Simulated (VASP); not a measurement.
Input of a VASP 6.6.1 run:

Contents of INCAR:

```
PREC     = Accurate       # precision mode
ENCUT    = 600            # plane-wave cutoff, eV
EDIFF    = 1E-6           # SCF threshold, eV
ISMEAR   = 0              # smearing method
SIGMA    = 0.01           # smearing width, eV
LREAL    = F              # projectors in reciprocal space
LASPH    = T              # aspherical terms in the spheres
NELM     = 120            # most SCF steps
ALGO     = Normal         # electronic algorithm
ISIF     = 2              # what is computed and relaxed
LWAVE    = F              # write WAVECAR
LCHARG   = F              # write CHGCAR
GGA      = PE             # functional
NBANDS   = 19             # bands
GGA_COMPAT= F
```

File KPOINTS:

```
regular mesh
0
Gamma
  8 8 8
```

POSCAR

```
ZrO2
1.0
    0.0000000000      2.5578981738      2.5578981738
    2.5578981738      0.0000000000      2.5578981738
    2.5578981738      2.5578981738      0.0000000000
Zr O
1 2
Direct
    0.0000000000      0.0000000000      0.0000000000
    0.2500000000      0.2500000000      0.2500000000
    0.7500000000      0.7500000000      0.7500000000
```

Potentials or basis: VASP PAW PBE potentials, release 64 (Zr_sv, O).

Run with:

```sh
$ cat potpaw_PBE.64/Zr_sv/POTCAR potpaw_PBE.64/O/POTCAR > POTCAR
$ mpirun -np 1 vasp_std > vasp.out
```

(1) What does it give for the band gap on the k mesh?

(2) What does it give for the pressure?

## Answers

(1) 3.31 eV (least direct gap 3.74 eV).

(2) 0.1 GPa.
